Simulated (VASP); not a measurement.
# AlN (I-4m2) in VASP: notebook

The runs below take AlN through single point, with r2SCAN.

Everything below comes from runs of VASP 6.6.1. Logs are shortened: lines on timing, memory, paths and dates and some standing lists are left out, and cuts for length are marked.

**1. The cell of the first run**

Symmetry: I-4m2, No. 119, tetragonal system. Conventional cell: a = 3.089 Å, b = 3.089 Å, c = 4.259 Å, α = 90.00°, β = 90.00°, γ = 90.00°. Within 2.5 Å of Al (site symmetry -4m2) lie 4 N at 1.88 Å. N (site symmetry -4m2) has 4 Al at 1.88 Å within 2.5 Å.

**2. Single point, r2SCAN (strain -0.0250 x Voigt [0, 0, 1, 0, 0, 0])**

The input, POSCAR:

```
AlN
1.0
    0.0000000000      2.1839935596      2.1293937206
    2.1839935596      0.0000000000      2.1293937206
    2.1839935596      2.1839935596      0.0000000000
Al N
1 1
Direct
    0.0000000000      0.0000000000      0.0000000000
    0.7500000000      0.7500000000      0.7500000000
```

The input, INCAR.step1:

```
PREC = Accurate ; ENCUT = 520
ISMEAR = 0 ; SIGMA = 0.05
LREAL = False ; LASPH = True
NELM = 100 ; NBANDS = 11
GGA = PE ; ALGO = Normal
EDIFF = 1E-4 ; LWAVE = True
LCHARG = False
```

The input, INCAR.step2:

```
PREC = Accurate ; ENCUT = 520
EDIFF = 1E-6 ; ISMEAR = 0
SIGMA = 0.05 ; LREAL = False
LASPH = True ; NELM = 100
ALGO = Normal ; ISIF = 2
LWAVE = False ; LCHARG = False
METAGGA = R2SCAN ; LMIXTAU = True
NBANDS = 11 ; ISTART = 1
```

The input, KPOINTS:

```
Automatic mesh
0
Gamma
  10 10 10
```

Potentials or basis: VASP PAW PBE potentials, release 64 (Al, N).

Launch:

```
$ cat potpaw_PBE.64/Al/POTCAR potpaw_PBE.64/N/POTCAR > POTCAR
$ cp INCAR.step1 INCAR
$ mpirun -np 1 vasp_std > vasp.out
$ cp INCAR.step2 INCAR
$ mpirun -np 1 vasp_std > vasp.out
```

OUTCAR:

```text
PREC = Accurate
   ENCUT = 520
   EDIFF = 1E-6
   ISMEAR = 0
   LREAL = False
   LASPH = True
   NELM = 100
   ISIF = 2
   METAGGA = R2SCAN
   ISTART = 1

 ion  position               nearest neighbor table
   1  0.000  0.000  0.000-   2 1.88   2 1.88   2 1.88   2 1.88
   2  0.750  0.750  0.750-   1 1.88   1 1.88   1 1.88   1 1.88

  LATTYP: Found a body centered tetragonal cell.
 ALAT       =     3.0886333121
 C/A-ratio  =     1.3788582233

  Lattice vectors:

 A1 = (   0.0000000000,  -2.1839935596,  -2.1293937206)
 A2 = (   0.0000000000,   2.1839935596,  -2.1293937206)
 A3 = (   2.1839935596,   0.0000000000,   2.1293937206)

Analysis of symmetry for initial positions (statically):
=====================================================================
 Subroutine PRICEL returns:
 Original cell was already a primitive cell.

 Routine SETGRP: Setting up the symmetry group for a
 body centered tetragonal supercell.

 Subroutine GETGRP returns: Found  8 space group operations
 (whereof  8 operations were pure point group operations)
 out of a pool of 16 trial point group operations.

The static configuration has the point symmetry D_2d.

Analysis of symmetry for dynamics (positions and initial velocities):
=====================================================================
 Subroutine PRICEL returns:
 Original cell was already a primitive cell.

 Routine SETGRP: Setting up the symmetry group for a
 body centered tetragonal supercell.

 Subroutine GETGRP returns: Found  8 space group operations
 (whereof  8 operations were pure point group operations)
 out of a pool of 16 trial point group operations.

The dynamic configuration has the point symmetry D_2d.

 Subroutine INISYM returns: Found  8 space group operations
 (whereof  8 operations are pure point group operations),
 and found     1 'primitive' translations

----------------------------------------------------------------------------------------

                                     Primitive cell

  volume of cell :      20.3137

  direct lattice vectors                    reciprocal lattice vectors
     0.000000000  2.183993560  2.129393721    -0.228938404  0.228938404  0.234808620
     2.183993560  0.000000000  2.129393721     0.228938404 -0.228938404  0.234808620
     2.183993560  2.183993560  0.000000000     0.228938404  0.228938404 -0.234808620

  length of vectors
     3.050269740  3.050269740  3.088633312     0.399950839  0.399950839  0.399950839

  position of ions in fractional coordinates (direct lattice)
     0.000000000  0.000000000  0.000000000
     0.750000000  0.750000000  0.750000000

  ion indices of the primitive-cell ions
   primitive index   ion index
                 1           1
                 2           2

----------------------------------------------------------------------------------------

 KPOINTS: Automatic mesh

Automatic generation of k-mesh.
 Grid dimensions read from file:
 generate k-points for:   10   10   10

 Generating k-lattice:

  Cartesian coordinates                     Fractional coordinates (reciprocal lattice)
    -0.022893840  0.022893840  0.023480862     0.100000000  0.000000000  0.000000000
     0.022893840 -0.022893840  0.023480862     0.000000000  0.100000000  0.000000000
     0.022893840  0.022893840 -0.023480862    -0.000000000 -0.000000000  0.100000000

  Length of vectors
     0.039995084  0.039995084  0.039995084

  Shift w.r.t. Gamma in fractional coordinates (k-lattice)
     0.000000000  0.000000000  0.000000000

 Subroutine IBZKPT returns following result:
 ===========================================

 Found    102 irreducible k-points:

 Following reciprocal coordinates:
            Coordinates               Weight
  0.000000  0.000000  0.000000      1.000000
  0.100000  0.000000  0.000000      8.000000
  0.200000  0.000000  0.000000      8.000000
  0.300000  0.000000  0.000000      8.000000
  0.400000  0.000000  0.000000      8.000000
  0.500000  0.000000  0.000000      4.000000
[... 16 lines left out ...]
  0.300000  0.300000  0.000000      2.000000
  0.400000  0.300000  0.000000      8.000000
 [... further k-points ...]
   k-points           NKPTS =    102   k-points in BZ     NKDIM =    102   number of bands    NBANDS=     11
   number of dos      NEDOS =    301   number of ions     NIONS =      2
   total plane-waves  NPLWV =  13824
   dimension x,y,z NGX =    24 NGY =   24 NGZ =   24
   dimension x,y,z NGXF=    48 NGYF=   48 NGZF=   48
   ions per type =               1   1
   NGX,Y,Z   is equivalent  to a cutoff of  13.08, 13.08, 12.92 a.u.
   NGXF,Y,Z  is equivalent  to a cutoff of  26.16, 26.16, 25.84 a.u.
 SYSTEM =  unknown system
   PREC   = accura    normal or accurate (medium, high low for compatibility)
   ISTART =      1    job   : 0-new  1-cont  2-samecut
   ICHARG =      0    charge: 1-file 2-atom 10-const
   ISPIN  =      1    spin polarized calculation?
   LNONCOLLINEAR =      F non collinear calculations
   LSORBIT =      F    spin-orbit coupling
   LASPH  =      T    aspherical Exc in radial PAW
   ENCUT  =  520.0 eV  38.22 Ry    6.18 a.u.   5.67  5.67  5.74*2*pi/ulx,y,z
   NELM   =    100;   NELMIN=  2; NELMDL=  0     # of ELM steps
   EDIFF  = 0.1E-05   stopping-criterion for ELM
   LREAL  =      F    real-space projection
   EDIFFG = 0.1E-04   stopping-criterion for IOM
   NSW    =      0    number of steps for IOM
   IBRION =     -1    ionic relax: 0-MD 1-quasi-New 2-CG
   NFREE  =      0    steps in history (QN), initial steepest desc. (CG)
   ISIF   =      2    stress and relaxation
   ISYM   =      2    0-nonsym 1-usesym 2-fastsym
   POTIM  = 0.5000    time-step for ionic-motion
   TEBEG  =    0.0;   TEEND  =   0.0 temperature during run
   PSTRESS=    0.0 pullay stress
   NELECT =       8.0000    total number of electrons
   NUPDOWN=      -1.0000    fix difference up-down
   EMIN   =  10.00;   EMAX   =-10.00  energy-range for DOS
   EFERMI =   0.00;   METHOD = LEGACY
   ISMEAR =     0;   SIGMA  =   0.05  broadening in eV -4-tet -1-fermi 0-gaus
   EFERMI_NEDOS =   21; number of points for ismear=-14 and -15
   IALGO  =     38    algorithm
   IMIX   =      4    mixing-type and parameters
     AMIX     =   0.40;   BMIX     =  1.00
     AMIX_MAG =   1.60;   BMIX_MAG =  1.00
  volume/ion in A,a.u.               =      10.16        68.54
  Fermi-wavevector in a.u.,A,eV,Ry     =   1.199983  2.267640 19.591850  1.439960
  Thomas-Fermi vector in A             =   2.335832
   LORBIT       =      0    0 simple, 1 ext, 2 COOP (PROOUT), +10 PAW based schemes
   METAGGA = R2SCAN    functional components
   LHFCALC =     F    Hartree Fock is set to
   AEXX    =    0.0000 exact exchange contribution
   IVDW    =     0    specifies the selected vdW correction
   LEPSILON=     F    determine dielectric tensor
   LRPA    =     F    only Hartree local field effects (RPA)
 non-spin polarized calculation
 Gauss-broadening in eV      SIGMA  =   0.05
  energy-cutoff  :      520.00
  volume of cell :       20.31
 maximum number of plane-waves:       560
   NGX = 11   NGY = 11   NGZ = 11

 number of electron       7.9999999 magnetization

 Free energy of the ion-electron system (eV)
  ---------------------------------------------------
  ext. energy  EPLUGINS =         0.00000000
  ---------------------------------------------------
  free energy    TOTEN  =       -19.16684736 eV

  energy without entropy =      -19.16684736  energy(sigma->0) =      -19.16684736

 E-fermi :   6.2986     XC(G=0): -11.5342

 val. band max:        6.0034284802   @ k =   0.0000   0.0000   0.0000
 cond. band min:       9.8123468707   @ k =   0.5000   0.5000   0.0000
 fundamental gap:      3.8089183904
 Fermi energy:         6.2986303549

 k-point     1 :       0.0000    0.0000    0.0000
  band No.  band energies     occupation
      1      -9.9573      2.00000
      2       5.9000      2.00000
      3       5.9000      2.00000
      4       6.0034      2.00000
      5      11.0624      0.00000
      6      19.6961      0.00000
      7      19.7310      0.00000
      8      19.7310      0.00000
      9      24.2503      0.00000
     10      25.0562      0.00000
     11      26.1237      0.00000

 k-point     2 :       0.1000    0.0000    0.0000
  band No.  band energies     occupation
      1      -9.8059      2.00000
      2       5.1299      2.00000
      3       5.8397      2.00000
      4       5.9261      2.00000
      5      11.7166      0.00000
      6      19.3227      0.00000
      7      19.8460      0.00000
      8      19.8852      0.00000
      9      23.1133      0.00000
     10      23.6850      0.00000
     11      25.7182      0.00000

 k-point     3 :       0.2000    0.0000    0.0000
  band No.  band energies     occupation
      1      -9.3765      2.00000
      2       3.4861      2.00000
      3       5.6888      2.00000
      4       5.8134      2.00000
      5      12.8817      0.00000
      6      18.5031      0.00000
      7      19.5669      0.00000
      8      19.8995      0.00000
      9      22.8531      0.00000
     10      23.0303      0.00000
     11      24.8428      0.00000

 k-point     4 :       0.3000    0.0000    0.0000
  band No.  band energies     occupation
      1      -8.7566      2.00000
      2       1.7791      2.00000
      3       5.5150      2.00000
      4       5.6853      2.00000
      5      13.7740      0.00000
      6      17.7101      0.00000
      7      18.7095      0.00000
      8      19.2282      0.00000
      9      24.0538      0.00000
     10      24.2290      0.00000
     11      24.7736      0.00000
[... 239 lines left out ...]
 k-point    22 :      -0.2000    0.2000    0.0000
  band No.  band energies     occupation
      1      -8.5693      2.00000
      2       2.1550      2.00000
      3       4.2920      2.00000
      4       5.5825      2.00000
      5      14.4860      0.00000
      6      16.7300      0.00000
      7      18.8305      0.00000
      8      19.2604      0.00000
      9      22.1271      0.00000
     10      25.7960      0.00000
     11      29.3791      0.00000

 k-point    23 :       0.3000    0.3000    0.0000
  band No.  band energies     occupation
      1      -8.3199      2.00000
      2       2.4259      2.00000
      3       4.5420      2.00000
      4       4.5420      2.00000
      5      12.0957      0.00000
      6      16.4900      0.00000
      7      19.4458      0.00000
      8      21.7167      0.00000
      9      21.7167      0.00000
     10      27.2495      0.00000
     11      31.3131      0.00000

 k-point    24 :       0.4000    0.3000    0.0000
  band No.  band energies     occupation
      1      -7.8424      2.00000
      2       1.7627      2.00000
      3       4.1164      2.00000
      4       4.3593      2.00000
      5      11.5722      0.00000
      6      16.2909      0.00000
      7      19.8390      0.00000
      8      21.7427      0.00000
      9      22.4092      0.00000
     10      28.4797      0.00000
     11      31.2609      0.00000

 [... further k-points ...]
[... 5 lines left out ...]
  --------------------------------------------------------------------------------------
  -------------------------------------------------------------------------------------
  Total        0.5492027      0.5492027      0.9725024      0.0000000      0.0000000      0.0000000
  in kB       43.3166179     43.3166179     76.7030404      0.0000000      0.0000000      0.0000000
  external PRESSURE =      54.4454254 kB  Pullay stress =       0.0000000 kB

 VOLUME and BASIS-vectors are now :
 -----------------------------------------------------------------------------
  energy-cutoff  :      520.00
  volume of cell :       20.31
      direct lattice vectors                 reciprocal lattice vectors
     0.000000000  2.183993560  2.129393721    -0.228938404  0.228938404  0.234808620
     2.183993560  0.000000000  2.129393721     0.228938404 -0.228938404  0.234808620
     2.183993560  2.183993560  0.000000000     0.228938404  0.228938404 -0.234808620

 POSITION                                       TOTAL-FORCE (eV/Angst)
 -----------------------------------------------------------------------------------
      0.00000      0.00000      0.00000        -0.000000     -0.000000     -0.000000
      3.27599      3.27599      3.19409         0.000000      0.000000      0.000000
 -----------------------------------------------------------------------------------
    total drift:                                0.000002      0.000002     -0.000000

  FREE ENERGIE OF THE ION-ELECTRON SYSTEM (eV)
  ---------------------------------------------------
  free  energy   TOTEN  =       -19.1668473646 eV

  energy  without entropy=      -19.1668473646  energy(sigma->0) =      -19.16684736
```

It took 26 s on 1 thread of Intel Xeon 6975P-C (Granite Rapids), shared host; peak memory 0.15 GiB.

Results:

```yaml
Free_energy: -19.1668 eV
Pressure: 5.4 GPa
Band_gap_on_the_k_mesh: 3.81 eV, indirect (least direct gap 5.06 eV)
```

Caveat: the cell differs from its parent crystal (strain -0.0250 x Voigt [0, 0, 1, 0, 0, 0]); the PAW data sets were made with another functional, which shifts forces and pressure a little.

[end of part 1 of 2]
